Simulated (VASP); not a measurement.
# BaO (Fm-3m) in VASP: a series of runs

Runs on BaO. Level: PBE. Tasks: single point, relaxation of cell and atoms.

Program: VASP 6.6.1. These are calculated values, not measurements. Logs are shortened: lines on timing, memory, paths and dates and some standing lists are left out, and cuts for length are marked.

## 1. The cell of the first run

The structure is cubic, space group Fm-3m (No. 225). Conventional cell: a = 5.573 Å, b = 5.573 Å, c = 5.573 Å, α = 90.00°, β = 90.00°, γ = 90.00°. Ba (site symmetry m-3m) has 6 O at 2.79 Å within 3.7 Å. O (site symmetry m-3m) has 6 Ba at 2.79 Å within 3.7 Å.

## 2. Single point, PBE

Contents of INCAR:

```
ALGO = Normal ; EDIFF = 1E-6
ENCUT = 600 ; GGA = PE
GGA_COMPAT = F ; ISIF = 2
ISMEAR = 0 ; LASPH = T
LCHARG = T ; LELF = T
LREAL = F ; LVHAR = T
LWAVE = F ; NBANDS = 15
NELM = 120 ; PREC = Accurate
SIGMA = 0.01
```

Contents of KPOINTS:

```
k-points
0
Gamma
  4 4 4
```

Contents of POSCAR:

```
BaO
1.0
    0.0000000000      2.7862740787      2.7862740787
    2.7862740787      0.0000000000      2.7862740787
    2.7862740787      2.7862740787      0.0000000000
Ba O
1 1
Direct
    0.0000000000      0.0000000000      0.0000000000
    0.5000000000      0.5000000000      0.5000000000
```

Potentials or basis: VASP PAW PBE potentials, release 64 (Ba_sv, O).

On the command line:

```bash
> cat potpaw_PBE.64/Ba_sv/POTCAR potpaw_PBE.64/O/POTCAR > POTCAR
> mpirun -np 1 vasp_std > vasp.out
```

OUTCAR:

```text
EDIFF = 1E-6
   ENCUT = 600
   GGA = PE
   ISIF = 2
   ISMEAR = 0
   LASPH = T
   LREAL = F
   NELM = 120
   PREC = Accurate

 ion  position               nearest neighbor table
   1  0.000  0.000  0.000-   2 2.79   2 2.79   2 2.79   2 2.79   2 2.79   2 2.79
   2  0.500  0.500  0.500-   1 2.79   1 2.79   1 2.79   1 2.79   1 2.79   1 2.79

  LATTYP: Found a face centered cubic cell.
 ALAT       =     5.5725481574

  Lattice vectors:

 A1 = (   0.0000000000,   2.7862740787,   2.7862740787)
 A2 = (   2.7862740787,   0.0000000000,   2.7862740787)
 A3 = (   2.7862740787,   2.7862740787,   0.0000000000)

Analysis of symmetry for initial positions (statically):
=====================================================================
 Subroutine PRICEL returns:
 Original cell was already a primitive cell.

 Routine SETGRP: Setting up the symmetry group for a
 face centered cubic supercell.

 Subroutine GETGRP returns: Found 48 space group operations
 (whereof 48 operations were pure point group operations)
 out of a pool of 48 trial point group operations.

The static configuration has the point symmetry O_h .

Analysis of symmetry for dynamics (positions and initial velocities):
=====================================================================
 Subroutine PRICEL returns:
 Original cell was already a primitive cell.

 Routine SETGRP: Setting up the symmetry group for a
 face centered cubic supercell.

 Subroutine GETGRP returns: Found 48 space group operations
 (whereof 48 operations were pure point group operations)
 out of a pool of 48 trial point group operations.

The dynamic configuration has the point symmetry O_h .

 Subroutine INISYM returns: Found 48 space group operations
 (whereof 48 operations are pure point group operations),
 and found     1 'primitive' translations

----------------------------------------------------------------------------------------

                                     Primitive cell

  volume of cell :      43.2615

  direct lattice vectors                    reciprocal lattice vectors
     0.000000000  2.786274079  2.786274079    -0.179451119  0.179451119  0.179451119
     2.786274079  0.000000000  2.786274079     0.179451119 -0.179451119  0.179451119
     2.786274079  2.786274079  0.000000000     0.179451119  0.179451119 -0.179451119

  length of vectors
     3.940386591  3.940386591  3.940386591     0.310818455  0.310818455  0.310818455

  position of ions in fractional coordinates (direct lattice)
[... 71 lines left out ...]
   TEBEG  =    0.0;   TEEND  =   0.0 temperature during run
   PSTRESS=    0.0 pullay stress
   NELECT =      16.0000    total number of electrons
   NUPDOWN=      -1.0000    fix difference up-down
   EMIN   =  10.00;   EMAX   =-10.00  energy-range for DOS
   EFERMI =   0.00;   METHOD = LEGACY
   ISMEAR =     0;   SIGMA  =   0.01  broadening in eV -4-tet -1-fermi 0-gaus
   EFERMI_NEDOS =   21; number of points for ismear=-14 and -15
   IALGO  =     38    algorithm
   IMIX   =      4    mixing-type and parameters
     AMIX     =   0.40;   BMIX     =  1.00
     AMIX_MAG =   1.60;   BMIX_MAG =  1.00
  volume/ion in A,a.u.               =      21.63       145.97
  Fermi-wavevector in a.u.,A,eV,Ry     =   1.175117  2.220649 18.788274  1.380899
  Thomas-Fermi vector in A             =   2.311503
   LORBIT       =      0    0 simple, 1 ext, 2 COOP (PROOUT), +10 PAW based schemes
   GGA     = PE    functional components
   LHFCALC =     F    Hartree Fock is set to
   AEXX    =    0.0000 exact exchange contribution
   IVDW    =     0    specifies the selected vdW correction
   LEPSILON=     F    determine dielectric tensor
   LRPA    =     F    only Hartree local field effects (RPA)
 non-spin polarized calculation
 Gauss-broadening in eV      SIGMA  =   0.01
  energy-cutoff  :      600.00
  volume of cell :       43.26
 maximum number of plane-waves:      1459
   NGX = 15   NGY = 15   NGZ = 15

 number of electron      16.0000002 magnetization

 Free energy of the ion-electron system (eV)
  ---------------------------------------------------
  ext. energy  EPLUGINS =         0.00000000
  ---------------------------------------------------
  free energy    TOTEN  =       -11.80312880 eV

  energy without entropy =      -11.80312880  energy(sigma->0) =      -11.80312880

 E-fermi :   1.9003     XC(G=0):  -9.5351

 val. band max:        1.7565820268   @ k =   0.5000   0.5000   0.0000
 cond. band min:       3.7864627207   @ k =   0.5000   0.5000   0.0000
 fundamental gap:      2.0298806939
 Fermi energy:         1.9003387389

 k-point     1 :       0.0000    0.0000    0.0000
  band No.  band energies     occupation
      1     -24.1623      2.00000
      2     -13.2052      2.00000
      3      -8.7092      2.00000
      4      -8.7092      2.00000
      5      -8.7092      2.00000
      6       1.4615      2.00000
      7       1.4615      2.00000
      8       1.4615      2.00000
      9       5.2222      0.00000
     10       6.4436      0.00000
     11       6.4436      0.00000
     12       6.4436      0.00000
     13       8.6643      0.00000
     14       8.6643      0.00000
[... 113 lines left out ...]
      2     -13.5460      2.00000
      3      -9.7101      2.00000
      4      -9.7101      2.00000
      5      -8.7797      2.00000
      6       0.5002      2.00000
      7       1.5660      2.00000
      8       1.5660      2.00000
      9       6.3617      0.00000
     10       6.3617      0.00000
     11       8.5119      0.00000
     12      11.3878      0.00000
     13      11.4045      0.00000
     14      13.4395      0.00000
     15      14.8829      0.00000

------------------------ aborting loop because EDIFF is reached ----------------------------------------

  FORCE on cell =-STRESS in cart. coord.  units (eV):
  Direction    XX          YY          ZZ          XY          YZ          ZX
  --------------------------------------------------------------------------------------
  -------------------------------------------------------------------------------------
  Total        0.4270484      0.4270484      0.4270484      0.0000000      0.0000000     -0.0000000
  in kB       15.8156202     15.8156202     15.8156202      0.0000000      0.0000000     -0.0000000
  external PRESSURE =      15.8156202 kB  Pullay stress =       0.0000000 kB

 VOLUME and BASIS-vectors are now :
 -----------------------------------------------------------------------------
  energy-cutoff  :      600.00
  volume of cell :       43.26
      direct lattice vectors                 reciprocal lattice vectors
     0.000000000  2.786274079  2.786274079    -0.179451119  0.179451119  0.179451119
     2.786274079  0.000000000  2.786274079     0.179451119 -0.179451119  0.179451119
     2.786274079  2.786274079  0.000000000     0.179451119  0.179451119 -0.179451119

 POSITION                                       TOTAL-FORCE (eV/Angst)
 -----------------------------------------------------------------------------------
      0.00000      0.00000      0.00000         0.000000      0.000000      0.000000
      2.78627      2.78627      2.78627         0.000000      0.000000     -0.000000
 -----------------------------------------------------------------------------------
    total drift:                                0.000000     -0.000000      0.000000

  FREE ENERGIE OF THE ION-ELECTRON SYSTEM (eV)
  ---------------------------------------------------
  free  energy   TOTEN  =       -11.8031287968 eV

  energy  without entropy=      -11.8031287968  energy(sigma->0) =      -11.80312880
```

OSZICAR:

```text
N       E                     dE             d eps       ncg     rms          rms(c)
DAV:   1     0.950019313729E+02    0.95002E+02   -0.85743E+03   240   0.111E+03
DAV:   2    -0.943793111137E+01   -0.10444E+03   -0.93910E+02   324   0.214E+02
DAV:   3    -0.143519534092E+02   -0.49140E+01   -0.48867E+01   283   0.483E+01
DAV:   4    -0.144167301890E+02   -0.64777E-01   -0.64736E-01   282   0.587E+00
DAV:   5    -0.144180598320E+02   -0.13296E-02   -0.13296E-02   290   0.657E-01    0.949E+00
DAV:   6    -0.120613155584E+02    0.23567E+01   -0.89534E+00   247   0.216E+01    0.623E+00
DAV:   7    -0.118263213624E+02    0.23499E+00   -0.69394E-01   276   0.629E+00    0.217E+00
DAV:   8    -0.118018324703E+02    0.24489E-01   -0.10587E-01   254   0.327E+00    0.510E-01
DAV:   9    -0.118018069851E+02    0.25485E-04   -0.94723E-03   296   0.901E-01    0.164E-01
DAV:  10    -0.118031485138E+02   -0.13415E-02   -0.27993E-03   240   0.425E-01    0.497E-02
DAV:  11    -0.118031197378E+02    0.28776E-04   -0.18254E-04   282   0.114E-01    0.253E-02
DAV:  12    -0.118031295193E+02   -0.97815E-05   -0.25651E-05   254   0.455E-02    0.493E-03
DAV:  13    -0.118031287968E+02    0.72254E-06   -0.17249E-06   264   0.121E-02
   1 F= -.11803129E+02 E0= -.11803129E+02  d E =-.468924E-93
```

It took 14 s on 1 thread of Intel Xeon 8259CL, shared host; peak memory 0.17 GiB.

What came out:

| Item | Value |
| --- | --- |
| Free energy | -11.8031 eV |
| Pressure | 1.6 GPa |
| Band gap on the k mesh | 2.03 eV, direct |

Caveat: the k points lie up to 0.49 Å⁻¹ apart; spin-orbit coupling is left out, which moves the levels of the heavy elements.

## 3. Relaxation of cell and atoms, PBE

This run uses another cell than the first one, of 20.80 Å³/atom, 0.961 times its volume.

Contents of INCAR:

```
SYSTEM = BaO
PREC     = Accurate       ! precision mode
ENCUT    = 600            ! plane-wave cutoff, eV
EDIFF    = 1E-7           ! SCF threshold, eV
ISMEAR   = 0              ! smearing method
SIGMA    = 0.01           ! smearing width, eV
LREAL    = .False.        ! projectors in reciprocal space
LASPH    = .True.         ! aspherical terms in the spheres
NELM     = 120            ! most SCF steps
ALGO     = Normal         ! electronic algorithm
ISIF     = 3              ! what is computed and relaxed
LWAVE    = .False.        ! write WAVECAR
LCHARG   = .False.        ! write CHGCAR
GGA      = PE             ! functional
IBRION   = 2              ! ionic algorithm
NSW      = 60             ! ionic steps
EDIFFG   = -0.02          ! ionic threshold
GGA_COMPAT= .False.      
NELMIN   = 4
```

Contents of KPOINTS:

```
Automatic mesh
0
Gamma
  4 4 4
  0 0 0
```

Contents of POSCAR:

```
BaO
1.0
    0.0000000000      2.7500000000      2.7500000000
    2.7500000000      0.0000000000      2.7500000000
    2.7500000000      2.7500000000      0.0000000000
Ba O
1 1
Direct
    0.0000000000      0.0000000000      0.0000000000
    0.5000000000      0.5000000000      0.5000000000
```

Potentials or basis: VASP PAW PBE potentials, release 64 (Ba_sv, O).

On the command line:

```bash
> cat potpaw_PBE.64/Ba_sv/POTCAR potpaw_PBE.64/O/POTCAR > POTCAR
> mpirun -np 1 vasp_std > vasp.out
```

Run time: 32 s. Hardware: 1 thread of Intel Xeon 8259CL, shared host; peak memory 0.18 GiB.

Results (log left out):

```yaml
Free_energy: -11.8061 eV
Relaxed_volume: 22.12 Å³/atom
Relaxed_cell: a = 3.970 Å, b = 3.970 Å, c = 3.970 Å, α = 60.00°, β = 60.00°, γ = 60.00°
Space_group_after_relaxing_to_0.05_Å: Fm-3m (No. 225)
Energy_gained_by_relaxing: 18.8 meV/atom
Ionic_steps: 3
Pressure_after_relaxing: 0.0 GPa
Band_gap_on_the_k_mesh: 2.10 eV, direct
```

The path:
```tsv
step	energy change (eV)	largest force (eV/Å)	pressure (GPa)	volume (Å³)
1	0.0000	0.0000	4.83	41.59
2	-0.0305	0.0000	-1.76	45.48
3	-0.0376	0.0000	0.01	44.23
```

Final structure:
```yaml
crystal:
  lattice:
    - [0.00000, 2.80697, 2.80697]
    - [2.80697, 0.00000, 2.80697]
    - [2.80697, 2.80697, 0.00000]
  atoms:
    - { symbol: Ba, position: [0.00000, 0.00000, 0.00000] }
    - { symbol: O, position: [0.50000, 0.50000, 0.50000] }
```

Levels at points of the mesh, in eV from the valence-band top:
```
           k point  band 5  band 6  band 7  band 8  band 9  band 10  band 11  band 12
(0.00, 0.00, 0.00)  -10.51   -0.24   -0.24   -0.24    3.37     4.70     4.70     4.70
(0.50, 0.00, 0.00)  -10.62   -1.84   -1.30   -1.30    4.88     7.03     7.03     7.96
(0.50, 0.50, 0.00)  -11.02   -0.10   -0.10    0.00    2.10     5.81     8.70     9.14
```

Caveat: the k points lie up to 0.48 Å⁻¹ apart in the final cell; spin-orbit coupling is left out, which moves the levels of the heavy elements. Zero-point motion and thermal expansion aren't in these numbers.
